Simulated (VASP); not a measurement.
Set up this calculation in VASP 6.6.1, as the native input.

```yaml
Task: relaxation of cell and atoms
Functional: PBE
Dispersion: D3(BJ)
Potentials_or_basis: VASP PAW PBE potentials, release 64 (Sn_d, Se)
Cutoff: 600 eV
k_mesh: 15 × 15 × 8
Occupations: gaussian, width 0.1 eV
Spin: no spin polarisation
Target_pressure: 5.1 GPa
Dipole_correction: no
Further_INCAR_settings: ALGO = Normal; EDIFF = 1e-06; IBRION = 2; EDIFFG = -0.003; NSW = 50; ISIF = 3
```

The structure of SnSe2 lies in POSCAR:

```
SnSe2
1.0
    3.7931427058      0.0000000000      0.0000000000
   -1.8965713529      3.2849579434      0.0000000000
    0.0000000000      0.0000000000      5.5771681014
Sn Se
1 2
Direct
    0.0000000000      0.0000000000      0.0000000000
    0.3333333333      0.6666666667      0.2859024379
    0.6666666667      0.3333333333      0.7140975621
```

The input as run:

INCAR

```
SYSTEM = SnSe2
ALGO     = Normal         ! electronic algorithm
EDIFF    = 1E-6           ! SCF threshold, eV
EDIFFG   = -0.003         ! ionic threshold
ENCUT    = 600            ! plane-wave cutoff, eV
GGA      = PE             ! functional
IBRION   = 2              ! ionic algorithm
ISIF     = 3              ! what is computed and relaxed
ISMEAR   = 0              ! smearing method
IVDW     = 12             ! dispersion correction
LASPH    = .TRUE.         ! aspherical terms in the spheres
LCHARG   = .FALSE.        ! write CHGCAR
LREAL    = .FALSE.        ! projectors in reciprocal space
LWAVE    = .FALSE.        ! write WAVECAR
NELM     = 100            ! most SCF steps
NSW      = 50             ! ionic steps
PREC     = Accurate       ! precision mode
PSTRESS  = 51.0         
SIGMA    = 0.1            ! smearing width, eV
```

KPOINTS

```
k-points
0
G
  15 15 8
  0 0 0
```

Potentials or basis: VASP PAW PBE potentials, release 64 (Sn_d, Se).

Launch:

```sh
$ cat potpaw_PBE.64/Sn_d/POTCAR potpaw_PBE.64/Se/POTCAR > POTCAR
$ mpirun -np 1 vasp_std > vasp.out
```

Results of the run:

```json
{
 "Relaxed volume": "22.90 Å³/atom",
 "Relaxed cell": "a = 3.780 Å, b = 3.780 Å, c = 5.550 Å, α = 90.00°, β = 90.00°, γ = 120.00°",
 "Space group after relaxing (to 0.1 Å)": "P-3m1 (No. 164)",
 "Energy change on relaxing (the run minimises the enthalpy)": "+7.8 meV/atom",
 "Ionic steps": "16",
 "Pressure after relaxing": "5.1 GPa",
 "Band gap on the k mesh": "zero (bands 13 and 14 overlap by 0.24 eV)",
 "Dispersion energy per atom": "-0.409 eV"
}
```

Caveat: the cell is relaxed towards a set pressure, so the run minimises the enthalpy, not the energy; semilocal functionals underestimate gaps, and a narrow one can read as zero; spin-orbit coupling is left out, which moves the levels of the heavy elements.

Run time: 12 min on 1 thread of AMD EPYC 9R45 96-Core Processor (Zen 5), on a shared host, peak memory 0.41 GiB.
